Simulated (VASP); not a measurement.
A run of VASP 6.6.1:

INCAR

```
PREC = Accurate
ENCUT = 520
EDIFF = 1E-6
ISMEAR = 0
SIGMA = 0.05
LREAL = False
LASPH = True
NELM = 60
ALGO = Normal
ISIF = 2
LWAVE = False
LCHARG = True
GGA = PE
IVDW = 12
LELF = True
LVHAR = True
NBANDS = 16
```

The input KPOINTS:

```
Automatic mesh
0
Gamma
  8 8 8
```

Contents of POSCAR:

```
ZnSe
1.0
    0.0000000000      2.8274864022      2.8274864022
    2.8274864022      0.0000000000      2.8274864022
    2.8274864022      2.8274864022      0.0000000000
Zn Se
1 1
Direct
    0.0000000000      0.0000000000      0.0000000000
    0.7500000000      0.7500000000      0.7500000000
```

Potentials or basis: VASP PAW PBE potentials, release 64 (Zn, Se).

Command:

```sh
$ cat potpaw_PBE.64/Zn/POTCAR potpaw_PBE.64/Se/POTCAR > POTCAR
$ mpirun -np 1 vasp_std > vasp.out
```

Hardware: 1 thread of Intel(R) Xeon(R) Platinum 8488C (Sapphire Rapids), on a shared host.

Problem. Estimate the wall time of this run.

Solution. Wall time 20 s on 1 thread of Intel(R) Xeon(R) Platinum 8488C (Sapphire Rapids), on a shared host, peak memory 0.18 GiB. Counts: scf iterations 13, k points 29.
